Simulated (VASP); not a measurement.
The system is C.

```
C
1.0
     1.95000    0.00000    0.00000
     0.00000    1.95000    0.00000
     0.00000    0.00000    1.95000
C
1
Direct
  0.00000 0.00000 0.00000
```

| Property | Result |
| --- | --- |
| Program | VASP 6.6.1 |
| Task | relaxation of cell and atoms |
| Functional | r2SCAN |
| Potentials or basis | VASP PAW PBE potentials, release 64 (C) |
| Cutoff | 600 eV |
| k mesh | 9 × 9 × 9 |
| Occupations | fermi-dirac, width 0.05 eV |
| Spin | no spin polarisation |

At the start: pressure -50.6 GPa; volume 7.41 Å³/atom.

Problem. Where does the relaxation end?

Solution. Over 14 steps the energy falls by 379.7 meV/atom and the volume is 5.61 Å³/atom (-24.3 %); space group Pm-3m (No. 221, to 0.05 Å).

The path:
| step | energy change (eV) | largest force (eV/Å) | pressure (GPa) | volume (Å³) |
| --- | --- | --- | --- | --- |
| 1 | 0.0000 | 0.0000 | -50.59 | 7.41 |
| 2 | -0.3367 | 0.0000 | 33.90 | 5.18 |
| 3 | -0.3797 | 0.0000 | 0.39 | 5.60 |
| 4 | -0.3795 | 0.0000 | -1.68 | 5.64 |
| 5 | -0.3795 | 0.0000 | -1.64 | 5.64 |
| 6 | -0.3796 | 0.0000 | -1.40 | 5.63 |
| 7 | -0.3796 | 0.0000 | -1.39 | 5.63 |
| 8 | -0.3796 | 0.0000 | -1.39 | 5.63 |
| 9 | -0.3796 | 0.0000 | -1.37 | 5.63 |
| 10 | -0.3796 | 0.0000 | -1.34 | 5.63 |
| 11 | -0.3796 | 0.0000 | -1.23 | 5.63 |
| 12 | -0.3796 | 0.0000 | -1.13 | 5.63 |
| 13 | -0.3796 | 0.0000 | -0.72 | 5.62 |
| 14 | -0.3797 | 0.0000 | -0.03 | 5.61 |

Final structure:
```
CELL_PARAMETERS angstrom
1.77689 0.00000 0.00000
0.00000 1.77689 0.00000
0.00000 0.00000 1.77689
ATOMIC_POSITIONS crystal
C 0.00000 0.00000 0.00000
```

Caveat: the volume moved by over 15 % at a fixed basis, so the end points are rough; the PAW data sets were made with another functional, which shifts forces and pressure a little.
